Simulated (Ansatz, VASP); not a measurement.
KF: VASP beside Ansatz

```xyz
2
Lattice="0.0000 2.6067 2.6067 2.6067 0.0000 2.6067 2.6067 2.6067 0.0000" Properties=species:S:1:pos:R:3 pbc="T T T"
K     0.0000    0.0000    0.0000
F     2.6067    2.6067    2.6067
```

Change from the starting cell: strain -0.025 along x and y, -0.025 along z, atoms carried along.

Alike in both runs: task single point; functional r2SCAN; k mesh 8 × 8 × 8; occupations gaussian, width 0.05 eV; no spin polarisation.

|  | VASP | Ansatz |
| --- | --- | --- |
| version | VASP 6.6.1 | Ansatz 0.2.0 |
| potentials or method | VASP PAW PBE potentials, release 64 (K_sv, F), cutoff 520 eV | scalar-relativistic, plane waves, PAW |
| valence electrons in the cell | 16 | 16 |

Ansatz gave:

| Property | Result |
| --- | --- |
| gap on the k mesh at the Fermi level (eV) | 7.24 |
| least direct gap on the mesh (eV) | 7.24 |
| pressure (GPa) | 2.4 |

Estimate VASP's values.

gap on the k mesh at the Fermi level (eV): 7.24; least direct gap on the mesh (eV): 7.24; pressure (GPa): 2.5.

VASP's potentials were made for PBE, not for r2SCAN. The functional is the same, so the differences come from potentials, cutoffs and numerics.
